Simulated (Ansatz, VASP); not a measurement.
## S in VASP and in Ansatz

```
CELL_PARAMETERS angstrom
4.20767 0.00000 0.00000
-2.10383 3.64395 0.00000
0.00000 0.00000 4.43450
ATOMIC_POSITIONS crystal
S 0.20257 0.00000 0.33333
S 0.00000 0.20257 0.66667
S 0.79743 0.79743 0.00000
```

Alike in both runs: task relaxation of cell and atoms; functional PBE; dispersion D3(BJ); k mesh 6 × 6 × 6; occupations gaussian, width 0.02 eV; no spin polarisation.

|  | VASP | Ansatz |
| --- | --- | --- |
| version | VASP 6.6.1 | Ansatz 0.2.0 |
| potentials or method | VASP PAW PBE potentials, release 64 (S), cutoff 600 eV | scalar-relativistic, plane waves, PAW |
| valence electrons in the cell | 18 | 18 |

|  | VASP | Ansatz | Ansatz less VASP |
| --- | --- | --- | --- |
| gap on the k mesh at the Fermi level, each at its own relaxed structure (eV) | 1.84 | 1.76 | -0.084 |
| relaxed volume (Å³/atom) | 23.81 | 23.80 | -0.002 |
| relaxed cell length with the largest relative difference (Å) | 4.410 | 4.425 | +0.0154 |
